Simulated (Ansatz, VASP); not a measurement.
## One calculation of Sn, two programs

The input INCAR:

```
SYSTEM = Sn
PREC = Accurate
ENCUT = 520
EDIFF = 1E-6
ISMEAR = -1
SIGMA = 0.05
LREAL = .False.
LASPH = .True.
NELM = 150
ALGO = Normal
ISIF = 2
LWAVE = .False.
LCHARG = .False.
LNONCOLLINEAR = .True.
MAGMOM = 0 0 0
LORBIT = 11
LSORBIT = .True.
GGA_COMPAT = .False.
LORBMOM = .True.
GGA = PS
NBANDS = 25
```

The input KPOINTS:

```
Automatic mesh
0
Gamma
  7 7 7
  0 0 0
```

Contents of POSCAR:

```
Sn
1.0
   -2.0291894110      2.0291894110      1.6607599896
    2.0291894110     -2.0291894110      1.6607599896
    2.0291894110      2.0291894110     -1.6607599896
Sn
1
Direct
    0.0000000000      0.0000000000      0.0000000000
```

File input.yaml:

```yaml
crystal:
  lattice:
    - [-2.029189411, 2.029189411, 1.6607599896]
    - [2.029189411, -2.029189411, 1.6607599896]
    - [2.029189411, 2.029189411, -1.6607599896]
  atoms:
    - { symbol: Sn, position: [0.0, 0.0, 0.0] }
hamiltonian:
  xc: pbesol
  pseudopotentials: { kind: paw_fr }
magnetization:
  noncollinear: true
  spin_orbit: true
kpoints:
  mp_grid: { grid: [7, 7, 7] }
  band_path:
    path:
      - [[0.0, 0.0, 0.0], [0.0, 0.0, 0.5], [-0.5, 0.5, 0.5], [0.0, 0.0, 0.0], [0.4174590337, 0.4174590337, -0.4174590337], [0.25, 0.25, 0.25], [0.0, 0.5, 0.0], [-0.4174590337, 0.5825409663, 0.4174590337], [-0.5, 0.5, 0.5]]
      - [[0.0, 0.0, 0.5], [0.25, 0.25, 0.25]]
    npoints: 14
scf:
  occupations: { method: fermi_dirac, width: 0.05 }
  n_extra_bands: 6
output:
  forces: true
  stress: true
  eigenvalues: true
  fatbands: true
```

Alike in both runs: functional PBEsol; k mesh 7 × 7 × 7; occupations fermi-dirac, width 0.05 eV; non-collinear spin, spin-orbit coupling.

|  | VASP | Ansatz |
| --- | --- | --- |
| version | VASP 6.6.1 | Ansatz 0.2.0 |
| potentials or method | VASP PAW PBE potentials, release 64 (Sn_d) | Ansatz PAW |
| plane-wave cutoff (eV) | 520 | 420 |
| valence electrons in the cell | 14 | 14 |
| task | single point | band structure |

|  | VASP | Ansatz | Ansatz less VASP |
| --- | --- | --- | --- |
| pressure (GPa) | -1.3 | -1.2 | +0.06 |
| traceless stress, the component that is largest in VASP (GPa) | 1.16 | 1.15 | -0.009 |
| net moment per atom (μB) | 0.00 | 0.00 | 0.000 |

VASP's potentials were made for PBE, not for PBEsol.
